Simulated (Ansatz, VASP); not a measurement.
**One calculation of AlN, two programs**

```
Al N
1.0
     3.32120    0.00000    0.00000
    -1.66060    2.87624    0.00000
     0.00000    0.00000    4.14000
Al N
2 2
Direct
  0.33333 0.66667 0.75000
  0.66667 0.33333 0.25000
  0.33333 0.66667 0.25000
  0.66667 0.33333 0.75000
```

Alike in both runs: task single point; functional PBEsol; k mesh 9 × 9 × 6; occupations gaussian, width 0.05 eV; no spin polarisation.

|  | VASP | Ansatz |
| --- | --- | --- |
| version | VASP 6.6.1 | Ansatz 0.2.0 |
| potentials or method | VASP PAW PBE potentials, release 64 (Al, N), cutoff 520 eV | scalar-relativistic, plane waves, PAW |
| valence electrons in the cell | 16 | 16 |

Ansatz gave:

| Quantity | Value |
| --- | --- |
| gap on the k mesh at the Fermi level (eV) | 3.26 |
| least direct gap on the mesh (eV) | 3.26 |
| pressure (GPa) | -2.6 |
| traceless stress, the component that is largest in VASP (GPa) | 1.03 |

Task: Estimate VASP's values.

Result: gap on the k mesh at the Fermi level (eV): 3.27; least direct gap on the mesh (eV): 3.27; pressure (GPa): -2.6; traceless stress, the component that is largest in VASP (GPa): 1.04.

VASP's potentials were made for PBE, not for PBEsol, and Ansatz warns of the same on its side. With one functional, cell and mesh, what is left measures potentials, basis and numerics.
